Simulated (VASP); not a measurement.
Crystal: P.

```
P
1.0
     1.70240    0.98288    3.08738
    -1.70240    0.98288    3.08738
     0.00000   -1.96576    3.08738
P
2
Direct
  0.77292 0.77292 0.77292
  0.22708 0.22708 0.22708
```

Program: VASP 6.6.1. Alike in all runs: task single point; no spin polarisation; cell as given; k mesh 9 × 9 × 9; cutoff (eV) 520; smearing fermi-dirac 0.05 eV.

Problem. Order these runs on this cell by their pressure, lowest first.
A. level PBE; potentials or basis VASP PAW PBE potentials, release 64 (P)
B. level LDA; potentials or basis VASP PAW LDA potentials, release 64 (P)
C. level PBEsol; potentials or basis VASP PAW PBE potentials, release 64 (P)

Solution. B (0.4 GPa), C (2.1 GPa), A (5.4 GPa).

Caveats: the PAW data sets were made with another functional, which shifts forces and pressure a little (some runs).
